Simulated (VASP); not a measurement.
# InSb (Pmmn) in VASP: a series of runs

Runs on InSb. Level: PBE+D3(BJ). Tasks: single point.

All numbers are computed with VASP 6.6.1; they aren't measurements. Logs are shortened: lines on timing, memory, paths and dates and some standing lists are left out, and cuts for length are marked.

## Step 1: The cell of the first run

The typed cell holds 4 atoms: a = 5.603 Å, b = 5.605 Å, c = 3.399 Å, α = 90.00°, β = 90.00°, γ = 90.00°.

## Step 2: Single point, PBE+D3(BJ)

INCAR reads:

```
SYSTEM = InSb
PREC     = Accurate       ! precision mode
ENCUT    = 520            ! plane-wave cutoff, eV
EDIFF    = 1E-6           ! SCF threshold, eV
ISMEAR   = 0              ! smearing method
SIGMA    = 0.05           ! smearing width, eV
LREAL    = .FALSE.        ! projectors in reciprocal space
LASPH    = .TRUE.         ! aspherical terms in the spheres
NELM     = 100            ! most SCF steps
ALGO     = Normal         ! electronic algorithm
ISIF     = 2              ! what is computed and relaxed
LWAVE    = .FALSE.        ! write WAVECAR
LCHARG   = .FALSE.        ! write CHGCAR
GGA      = PE             ! functional
IVDW     = 12             ! dispersion correction
NBANDS   = 26             ! bands
```

KPOINTS reads:

```
Automatic mesh
0
G
  4 4 8
  0 0 0
```

POSCAR reads:

```
InSb
1.0
    5.6026645284      0.0000000000      0.0000000000
    0.0000000000      5.6046320319      0.0000000000
    0.0000000000      0.0000000000      3.3987778609
In Sb
2 2
Direct
    0.0000000000      0.0000000000      0.0007106198
    0.5000000000      0.5000000000     -0.0007106198
    0.5000000000      0.0000000000      0.6587821812
    0.0000000000      0.5000000000      0.3412178188
```

Potentials or basis: VASP PAW PBE potentials, release 64 (In_d, Sb).

Run with:

```
cat potpaw_PBE.64/In_d/POTCAR potpaw_PBE.64/Sb/POTCAR > POTCAR
mpirun -np 1 vasp_std > vasp.out
```

OUTCAR:

```text
SYSTEM = InSb
   PREC = Accurate
   ENCUT = 520
   EDIFF = 1E-6
   ISMEAR = 0
   LREAL = .FALSE.
   LASPH = .TRUE.
   NELM = 100
   ISIF = 2
   GGA = PE
   IVDW = 12
 IVDW          = 12

 ion  position               nearest neighbor table
   1  0.000  0.000  0.001-   4 3.03   4 3.03   3 3.03   3 3.03   3 3.58   3 3.58   4 3.59   4 3.59
                             2 3.96   2 3.96   2 3.96   2 3.96
   2  0.500  0.500  0.999-   3 3.03   3 3.03   4 3.03   4 3.03   4 3.58   4 3.58   3 3.59   3 3.59
                             1 3.96   1 3.96   1 3.96   1 3.96
   3  0.500  0.000  0.659-   2 3.03   2 3.03   1 3.03   1 3.03   1 3.58   1 3.58   2 3.59   2 3.59

   4  0.000  0.500  0.341-   1 3.03   1 3.03   2 3.03   2 3.03   2 3.58   2 3.58   1 3.59   1 3.59

  LATTYP: Found a simple orthorhombic cell.
 ALAT       =     3.3987778609
 B/A-ratio  =     1.6484350427
 C/A-ratio  =     1.6490139283

  Lattice vectors:

 A1 = (   0.0000000000,   0.0000000000,   3.3987778609)
 A2 = (   5.6026645284,   0.0000000000,   0.0000000000)
 A3 = (   0.0000000000,   5.6046320319,   0.0000000000)

Analysis of symmetry for initial positions (statically):
=====================================================================
 Subroutine PRICEL returns:
 Original cell was already a primitive cell.

 Routine SETGRP: Setting up the symmetry group for a
 simple orthorhombic supercell.

 Subroutine GETGRP returns: Found  8 space group operations
 (whereof  4 operations were pure point group operations)
 out of a pool of  8 trial point group operations.

The static configuration has the point symmetry C_2v.
 The point group associated with its full space group is D_2h.

Analysis of symmetry for dynamics (positions and initial velocities):
=====================================================================
 Subroutine PRICEL returns:
 Original cell was already a primitive cell.

 Routine SETGRP: Setting up the symmetry group for a
 simple orthorhombic supercell.

 Subroutine GETGRP returns: Found  8 space group operations
 (whereof  4 operations were pure point group operations)
 out of a pool of  8 trial point group operations.

The dynamic configuration has the point symmetry C_2v.
 The point group associated with its full space group is D_2h.

 Subroutine INISYM returns: Found  8 space group operations
 (whereof  4 operations are pure point group operations),
 and found     1 'primitive' translations

----------------------------------------------------------------------------------------

                                     Primitive cell

  volume of cell :     106.7246

  direct lattice vectors                    reciprocal lattice vectors
     5.602664528  0.000000000  0.000000000     0.178486503  0.000000000  0.000000000
     0.000000000  5.604632032  0.000000000     0.000000000  0.178423846  0.000000000
     0.000000000  0.000000000  3.398777861     0.000000000  0.000000000  0.294223406

  length of vectors
     5.602664528  5.604632032  3.398777861     0.178486503  0.178423846  0.294223406

  position of ions in fractional coordinates (direct lattice)
     0.000000000  0.000000000  0.000710620
     0.500000000  0.500000000  0.999289380
     0.500000000  0.000000000  0.658782181
     0.000000000  0.500000000  0.341217819

  ion indices of the primitive-cell ions
   primitive index   ion index
                 1           1
                 2           2
                 3           3
                 4           4

----------------------------------------------------------------------------------------

 KPOINTS: Automatic mesh

Automatic generation of k-mesh.
 Grid dimensions read from file:
 generate k-points for:    4    4    8

 Generating k-lattice:

  Cartesian coordinates                     Fractional coordinates (reciprocal lattice)
     0.044621626  0.000000000  0.000000000     0.250000000  0.000000000  0.000000000
     0.000000000  0.044605961  0.000000000     0.000000000  0.250000000  0.000000000
     0.000000000  0.000000000  0.036777926     0.000000000  0.000000000  0.125000000

  Length of vectors
     0.044621626  0.044605961  0.036777926

  Shift w.r.t. Gamma in fractional coordinates (k-lattice)
     0.000000000  0.000000000  0.000000000

 Subroutine IBZKPT returns following result:
 ===========================================

 Found     45 irreducible k-points:

 Following reciprocal coordinates:
            Coordinates               Weight
  0.000000  0.000000  0.000000      1.000000
  0.250000  0.000000  0.000000      2.000000
  0.500000  0.000000  0.000000      1.000000
  0.000000  0.250000  0.000000      2.000000
  0.250000  0.250000  0.000000      4.000000
  0.500000  0.250000  0.000000      2.000000
[... 16 lines left out ...]
  0.250000  0.250000  0.250000      8.000000
  0.500000  0.250000  0.250000      4.000000
 [... further k-points ...]
   k-points           NKPTS =     45   k-points in BZ     NKDIM =     45   number of bands    NBANDS=     26
   number of dos      NEDOS =    301   number of ions     NIONS =      4
   total plane-waves  NPLWV =  49392
   dimension x,y,z NGX =    42 NGY =   42 NGZ =   28
   dimension x,y,z NGXF=    84 NGYF=   84 NGZF=   56
   ions per type =               2   2
   NGX,Y,Z   is equivalent  to a cutoff of  12.46, 12.46, 13.70 a.u.
   NGXF,Y,Z  is equivalent  to a cutoff of  24.93, 24.92, 27.39 a.u.
 SYSTEM =  InSb
   PREC   = accura    normal or accurate (medium, high low for compatibility)
   ISTART =      0    job   : 0-new  1-cont  2-samecut
   ICHARG =      2    charge: 1-file 2-atom 10-const
   ISPIN  =      1    spin polarized calculation?
   LNONCOLLINEAR =      F non collinear calculations
   LSORBIT =      F    spin-orbit coupling
   LASPH  =      T    aspherical Exc in radial PAW
   ENCUT  =  520.0 eV  38.22 Ry    6.18 a.u.  10.42 10.42  6.32*2*pi/ulx,y,z
   NELM   =    100;   NELMIN=  2; NELMDL= -5     # of ELM steps
   EDIFF  = 0.1E-05   stopping-criterion for ELM
   LREAL  =      F    real-space projection
   EDIFFG = 0.1E-04   stopping-criterion for IOM
   NSW    =      0    number of steps for IOM
   IBRION =     -1    ionic relax: 0-MD 1-quasi-New 2-CG
   NFREE  =      0    steps in history (QN), initial steepest desc. (CG)
   ISIF   =      2    stress and relaxation
   ISYM   =      2    0-nonsym 1-usesym 2-fastsym
   POTIM  = 0.5000    time-step for ionic-motion
   TEBEG  =    0.0;   TEEND  =   0.0 temperature during run
   PSTRESS=    0.0 pullay stress
   NELECT =      36.0000    total number of electrons
   NUPDOWN=      -1.0000    fix difference up-down
   EMIN   =  10.00;   EMAX   =-10.00  energy-range for DOS
   EFERMI =   0.00;   METHOD = LEGACY
   ISMEAR =     0;   SIGMA  =   0.05  broadening in eV -4-tet -1-fermi 0-gaus
   EFERMI_NEDOS =   21; number of points for ismear=-14 and -15
   IALGO  =     38    algorithm
   IMIX   =      4    mixing-type and parameters
     AMIX     =   0.40;   BMIX     =  1.00
     AMIX_MAG =   1.60;   BMIX_MAG =  1.00
  volume/ion in A,a.u.               =      26.68       180.05
  Fermi-wavevector in a.u.,A,eV,Ry     =   1.139605  2.153540 17.669865  1.298698
  Thomas-Fermi vector in A             =   2.276308
   LORBIT       =      0    0 simple, 1 ext, 2 COOP (PROOUT), +10 PAW based schemes
   GGA     = PE    functional components
   LHFCALC =     F    Hartree Fock is set to
   AEXX    =    0.0000 exact exchange contribution
   IVDW    =    12    specifies the selected vdW correction
   LEPSILON=     F    determine dielectric tensor
   LRPA    =     F    only Hartree local field effects (RPA)
 non-spin polarized calculation
 Gauss-broadening in eV      SIGMA  =   0.05
  energy-cutoff  :      520.00
  volume of cell :      106.72
 maximum number of plane-waves:      2932
 NGX is ok and might be reduce to    42
   NGX = 21   NGY = 21   NGZ = 13

 number of electron      36.0000009 magnetization

 Free energy of the ion-electron system (eV)
  ---------------------------------------------------
  ext. energy  EPLUGINS =         0.00000000
  ---------------------------------------------------
  free energy    TOTEN  =       -13.33183011 eV

  energy without entropy =      -13.32931918  energy(sigma->0) =      -13.33057464

 E-fermi :   7.8710     XC(G=0): -10.1684

 val. band max:        7.8522928651   @ k =   0.0000   0.2500   0.3750
 cond. band min:       7.9231393583   @ k =   0.5000   0.5000   0.1250
 fundamental gap:      0.0708464932
 Fermi energy:         7.8710352919

 k-point     1 :       0.0000    0.0000    0.0000
  band No.  band energies     occupation
      1      -6.9122      2.00000
      2      -6.9050      2.00000
      3      -6.8634      2.00000
      4      -6.7794      2.00000
      5      -6.7274      2.00000
      6      -6.6972      2.00000
[... 18 lines left out ...]
     25      15.3059      0.00000
     26      15.3101      0.00000

 k-point     2 :       0.2500    0.0000    0.0000
  band No.  band energies     occupation
      1      -6.9032      2.00000
      2      -6.8745      2.00000
      3      -6.8659      2.00000
      4      -6.7628      2.00000
      5      -6.7443      2.00000
      6      -6.6946      2.00000
[... 18 lines left out ...]
     25      15.2734      0.00000
     26      15.6428      0.00000

 k-point     3 :       0.5000    0.0000    0.0000
  band No.  band energies     occupation
      1      -6.8848      2.00000
      2      -6.8848      2.00000
      3      -6.7993      2.00000
      4      -6.7993      2.00000
      5      -6.7202      2.00000
      6      -6.7202      2.00000
[... 572 lines left out ...]
 k-point    23 :       0.2500    0.2500    0.2500
  band No.  band energies     occupation
      1      -6.8242      2.00000
      2      -6.7816      2.00000
      3      -6.7711      2.00000
      4      -6.7559      2.00000
      5      -6.7498      2.00000
      6      -6.7447      2.00000
[... 18 lines left out ...]
     25      13.8855      0.00000
     26      14.1777      0.00000

 k-point    24 :       0.5000    0.2500    0.2500
  band No.  band energies     occupation
      1      -6.7887      2.00000
      2      -6.7887      2.00000
      3      -6.7644      2.00000
      4      -6.7644      2.00000
      5      -6.7606      2.00000
      6      -6.7606      2.00000
[... 18 lines left out ...]
     25      13.5087      0.00000
     26      13.5087      0.00000

 [... further k-points ...]

------------------------ aborting loop because EDIFF is reached ----------------------------------------

 Edisp (eV)   -1.70447

 E8    (eV) :    -0.8178

  FORCE on cell =-STRESS in cart. coord.  units (eV):
  Direction    XX          YY          ZZ          XY          YZ          ZX
  --------------------------------------------------------------------------------------
  -------------------------------------------------------------------------------------
  Total      -0.00790    -0.00536    -0.01863     0.00000     0.00000     0.00000
  in kB      -0.11863    -0.08049    -0.27966     0.00000     0.00000     0.00000
  external pressure =       -0.16 kB  Pullay stress =        0.00 kB

 VOLUME and BASIS-vectors are now :
 -----------------------------------------------------------------------------
  energy-cutoff  :      520.00
  volume of cell :      106.72
      direct lattice vectors                 reciprocal lattice vectors
     5.602664528  0.000000000  0.000000000     0.178486503  0.000000000  0.000000000
     0.000000000  5.604632032  0.000000000     0.000000000  0.178423846  0.000000000
     0.000000000  0.000000000  3.398777861     0.000000000  0.000000000  0.294223406

 POSITION                                       TOTAL-FORCE (eV/Angst)
 -----------------------------------------------------------------------------------
      0.00000      0.00000      0.00242         0.000000      0.000000     -0.000937
      2.80133      2.80232      3.39636         0.000000      0.000000      0.000937
      2.80133      0.00000      2.23905         0.000000      0.000000     -0.004730
      0.00000      2.80232      1.15972         0.000000      0.000000      0.004730
 -----------------------------------------------------------------------------------
    total drift:                                0.000000     -0.000000      0.000000

  FREE ENERGIE OF THE ION-ELECTRON SYSTEM (eV)
  ---------------------------------------------------
  free  energy   TOTEN  =       -15.0363016892 eV

  energy  without entropy=      -15.0337907600  energy(sigma->0) =      -15.03504622
```

It took 60 s on 1 thread of Intel Xeon 6975P-C (Granite Rapids), shared host; peak memory 0.29 GiB.

Results:

```
Free energy                : -15.0363 eV
Pressure                   : 0.0 GPa
Largest force              : 0.005 eV/Å
Band gap on the k mesh     : zero (band 18 reaches 9.88 eV, above the bottom of band 19 at 6.40 eV)
Dispersion energy per atom : -0.426 eV
```

Forces in eV/Å, atoms in the order of the input:
```
In   0.000  0.000 -0.001
In   0.000  0.000  0.001
Sb   0.000  0.000 -0.005
Sb   0.000  0.000  0.005
```

Caveat: spin-orbit coupling is left out, which moves the levels of the heavy elements; pairwise dispersion overbinds metals, which lowers pressure and volume.

## Step 3: Single point, PBE+D3(BJ)

This run uses another cell than the first one, of 26.83 Å³/atom, 1.006 times its volume.

INCAR reads:

```
SYSTEM = InSb
ALGO     = Normal         ! electronic algorithm
EDIFF    = 1E-6           ! SCF threshold, eV
ENCUT    = 520            ! plane-wave cutoff, eV
GGA      = PE             ! functional
ISIF     = 2              ! what is computed and relaxed
ISMEAR   = 0              ! smearing method
IVDW     = 12             ! dispersion correction
LASPH    = .TRUE.         ! aspherical terms in the spheres
LCHARG   = .TRUE.         ! write CHGCAR
LELF     = .TRUE.         ! ELF
LREAL    = .FALSE.        ! projectors in reciprocal space
LVHAR    = .TRUE.       
LWAVE    = .FALSE.        ! write WAVECAR
NBANDS   = 26             ! bands
NELM     = 100            ! most SCF steps
PREC     = Accurate       ! precision mode
SIGMA    = 0.05           ! smearing width, eV
```

KPOINTS reads:

```
k-points
0
G
  4 4 8
  0 0 0
```

POSCAR reads:

```
InSb
1.0
    5.6136723635      0.0000000000      0.0000000000
    0.0000000000      5.6155361663      0.0000000000
    0.0000000000      0.0000000000      3.4042778309
In Sb
2 2
Direct
    0.0000000000      0.0000000000      0.0007039329
    0.5000000000      0.5000000000     -0.0007039329
    0.5000000000      0.0000000000      0.6600467134
    0.0000000000      0.5000000000      0.3399532866
```

Potentials or basis: VASP PAW PBE potentials, release 64 (In_d, Sb).

Run with:

```
cat potpaw_PBE.64/In_d/POTCAR potpaw_PBE.64/Sb/POTCAR > POTCAR
mpirun -np 1 vasp_std > vasp.out
```

Run time: 55 s. Hardware: 1 thread of Intel Xeon 6975P-C (Granite Rapids), shared host; peak memory 0.29 GiB.

It converged, with:

- Free energy: -15.0359 eV
- Pressure: -0.3 GPa
- Largest force: 0.004 eV/Å
- Band gap on the k mesh: zero (band 18 reaches 9.79 eV, above the bottom of band 19 at 6.34 eV)
- Dispersion energy per atom: -0.424 eV

Forces in eV/Å, atoms in the order of the input:
```
In   0.000  0.000 -0.001
In   0.000  0.000  0.001
Sb   0.000  0.000 -0.004
Sb   0.000  0.000  0.004
```

Levels at points of the mesh, in eV from the Fermi level:
```
           k point  band 15  band 16  band 17  band 18  band 19  band 20  band 21  band 22
(0.00, 0.00, 0.00)    -4.75    -2.49    -1.66    -1.66     2.42     2.44     3.50     5.44
(0.50, 0.00, 0.00)    -3.57    -3.57     0.75     0.75     2.44     2.44     4.44     4.44
(0.00, 0.50, 0.00)    -3.57    -3.57     0.74     0.74     2.44     2.44     4.44     4.44
(0.50, 0.50, 0.00)     0.06     0.06     1.99     1.99     2.58     2.58     2.67     2.67
(0.00, 0.00, 0.50)    -2.45    -1.72    -1.72    -1.46    -1.46    -0.73     1.34     1.50
(0.50, 0.00, 0.50)    -1.90    -1.90    -1.55    -1.55    -1.28    -1.28     1.72     1.72
(0.00, 0.50, 0.50)    -1.90    -1.90    -1.54    -1.54    -1.28    -1.28     1.71     1.71
(0.50, 0.50, 0.50)    -4.28    -4.28    -3.70    -3.70     2.53     2.53     4.21     4.21
```

Caveat: three body term missing; spin-orbit coupling is left out, which moves the levels of the heavy elements; pairwise dispersion overbinds metals, which lowers pressure and volume.
